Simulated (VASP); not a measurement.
The system is CaSbC.

```
Ca Sb C
1.0
     4.05013    0.00000    0.00000
     0.00000    4.05013    0.00000
     0.00000    0.00000    7.12772
Ca Sb C
2 2 2
Direct
  0.50000 0.00000 0.20550
  0.00000 0.50000 0.79450
  0.50000 0.00000 0.64850
  0.00000 0.50000 0.35150
  0.00000 0.00000 0.00000
  0.50000 0.50000 0.00000
```

```yaml
Program: VASP 6.6.1
Task: relaxation of cell and atoms
Functional: PBE
Potentials_or_basis: VASP PAW PBE potentials, release 64 (Ca_sv, Sb, C)
Cutoff: 600 eV
k_mesh: 4 × 4 × 4
Occupations: gaussian, width 0.1 eV
Spin: no spin polarisation
```

At the start: pressure 3.9 GPa; volume 19.49 Å³/atom.

Where does the relaxation end?

Over 35 steps the energy falls by 424.2 meV/atom and the volume is 20.26 Å³/atom (+4.0 %); space group P4/nmm (No. 129, to 0.1 Å) before and after.

Step by step:
```tsv
step	energy change (eV)	largest force (eV/Å)	pressure (GPa)	volume (Å³)
1	0.0000	1.4968	3.86	116.92
2	-0.4803	1.0655	-0.47	124.90
3	-0.5970	0.8191	-2.85	131.33
4	-0.7880	0.5050	-0.50	126.22
5	-0.8196	0.5182	0.93	123.52
6	-0.8244	0.5445	1.59	122.32
7	-0.9411	0.6168	0.53	124.60
8	-1.0034	0.7574	-0.45	128.10
9	-1.0161	0.5393	-0.22	126.90
10	-1.0168	0.5770	-0.27	127.11
11	-1.0780	0.6713	-0.46	127.04
12	-1.0953	1.1042	-0.27	126.74
13	-1.1136	0.8792	-0.49	126.89
14	-1.1502	0.8280	-0.46	126.65
15	-1.2454	0.7835	-0.56	125.94
16	-1.4250	0.6268	-0.47	124.51
17	-1.7602	0.4536	-0.06	121.68
18	-2.2132	0.5760	2.45	116.16
19	-2.3208	0.5967	1.87	116.73
20	-2.3645	0.8561	1.65	117.55
21	-2.3676	0.8042	1.62	117.40
22	-2.4349	0.6242	0.92	118.44
23	-2.5259	0.2947	-0.56	121.54
24	-2.5272	0.3178	-0.68	121.91
25	-2.5361	0.1983	-0.16	121.09
26	-2.5389	0.0947	0.37	120.31
27	-2.5409	0.0772	0.23	120.70
28	-2.5429	0.0463	-0.07	121.59
29	-2.5429	0.0496	-0.11	121.68
30	-2.5435	0.0517	-0.02	121.56
31	-2.5439	0.0548	0.10	121.39
32	-2.5438	0.0609	0.35	121.05
33	-2.5440	0.0573	0.20	121.25
34	-2.5443	0.0501	0.17	121.33
35	-2.5450	0.0290	0.07	121.54
```

Final structure:
```cif
data_structure
_symmetry_space_group_name_H-M 'P 1'
_symmetry_Int_Tables_number 1
_cell_length_a 4.3824
_cell_length_b 4.3824
_cell_length_c 6.3287
_cell_angle_alpha 90.000
_cell_angle_beta 90.000
_cell_angle_gamma 90.000
_cell_volume 121.54
loop_
_atom_site_label
_atom_site_type_symbol
_atom_site_fract_x
_atom_site_fract_y
_atom_site_fract_z
_atom_site_occupancy
Ca1 Ca 0.50000 0.00000 0.30985 1
Ca2 Ca 0.00000 0.50000 0.69015 1
Sb1 Sb 0.50000 0.00000 0.83869 1
Sb2 Sb 0.00000 0.50000 0.16131 1
C1 C 0.00000 0.00000 0.00000 1
C2 C 0.50000 0.50000 0.00000 1
```

Caveat: the k points lie up to 0.36 Å⁻¹ apart in the final cell, too coarse for converged energies and pressures of a metal.
